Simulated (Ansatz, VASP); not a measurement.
Mg3Te in VASP and in Ansatz

```
CELL_PARAMETERS angstrom
-2.08051 2.08051 5.21640
2.08051 -2.08051 5.21640
2.08051 2.08051 -5.21640
ATOMIC_POSITIONS crystal
Mg 0.50000 0.50000 0.00000
Mg 0.75000 0.25000 0.50000
Mg 0.25000 0.75000 0.50000
Te 0.00000 0.00000 0.00000
```

Alike in both runs: task single point; functional PBE; k mesh 14 × 14 × 14; occupations gaussian, width 0.1 eV; no spin polarisation.

```csv
,VASP,Ansatz
version,VASP 6.6.1,Ansatz 0.2.0
potentials or method,"VASP PAW PBE potentials, release 64 (Mg, Te), cutoff 520 eV","scalar-relativistic, plane waves, PAW"
valence electrons in the cell,12,46
```

```tsv
	VASP	Ansatz	Ansatz less VASP
gap on the k mesh at the Fermi level (eV)	none	none	-
pressure (GPa)	3.1	3.2	+0.09
traceless stress, the component that is largest in VASP (GPa)	-0.72	-0.70	+0.022
```

A gap of «none» marks a metal or a gap that the smearing closes. With one functional, cell and mesh, what is left measures potentials, basis and numerics. VASP's potentials hold 12 valence electrons a cell and Ansatz's 46, so a difference there can come from the potentials and not from the codes.

Spin-orbit coupling is off throughout.
